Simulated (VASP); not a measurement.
Wanted: the native input for a VASP 6.6.1 run.

- Task: density of states
- Functional: PBE
- Potentials or basis: VASP PAW PBE potentials, release 64 (Hf_pv, O)
- Cutoff: 520 eV
- k mesh: 8 × 8 × 8
- Occupations: gaussian, width 0.02 eV
- Spin: no spin polarisation
- Dipole correction: no
- k mesh for the DOS: 12 × 12 × 12
- Occupations for the DOS: tetrahedron
- Further INCAR settings: ALGO = Normal; EDIFF = 1e-07

The system is HfO2.

```
CELL_PARAMETERS angstrom
0.00000 2.54883 2.54883
2.54883 0.00000 2.54883
2.54883 2.54883 0.00000
ATOMIC_POSITIONS crystal
Hf 0.00000 0.00000 0.00000
O 0.75000 0.75000 0.75000
O 0.25000 0.25000 0.25000
```

One way to write it, as run:

POSCAR

```
HfO2
1.0
    0.0000000000      2.5488307096      2.5488307096
    2.5488307096      0.0000000000      2.5488307096
    2.5488307096      2.5488307096      0.0000000000
Hf O
1 2
Direct
    0.0000000000      0.0000000000      0.0000000000
    0.7500000000      0.7500000000      0.7500000000
    0.2500000000      0.2500000000      0.2500000000
```

INCAR.step1

```
PREC = Accurate
ENCUT = 520
EDIFF = 1E-7
ISMEAR = 0
SIGMA = 0.02
LREAL = False
LASPH = True
NELM = 60
ALGO = Normal
ISIF = 2
LWAVE = False
LCHARG = True
LMAXMIX = 4
GGA = PE
NBANDS = 18
```

KPOINTS.step1

```
regular mesh
0
Gamma
  8 8 8
```

INCAR.step2

```
PREC = Accurate
ENCUT = 520
EDIFF = 1E-7
ISMEAR = -5
SIGMA = 0.02
LREAL = False
LASPH = True
NELM = 60
ALGO = Normal
ISIF = 2
LWAVE = False
LCHARG = False
LMAXMIX = 4
GGA = PE
LORBIT = 11
NEDOS = 1001
ICHARG = 11
```

KPOINTS.step2

```
regular mesh
0
Gamma
  12 12 12
```

Potentials or basis: VASP PAW PBE potentials, release 64 (Hf_pv, O).

Run with:

```bash
$ cat potpaw_PBE.64/Hf_pv/POTCAR potpaw_PBE.64/O/POTCAR > POTCAR
$ cp INCAR.step1 INCAR
$ cp KPOINTS.step1 KPOINTS
$ mpirun -np 1 vasp_std > vasp.out
$ cp INCAR.step2 INCAR
$ cp KPOINTS.step2 KPOINTS
$ mpirun -np 1 vasp_std > vasp.out
```

Results of the run:

| Property | Result |
| --- | --- |
| Valence electrons inside the program's atomic spheres | Hf 8.18; O 5.10 |

Caveat: spin-orbit coupling is left out, which moves the levels of the heavy elements.

It took 54 s on 1 thread of AMD EPYC 7R43 64-Core Processor (Zen 3) (shared host), peak memory 0.14 GiB.
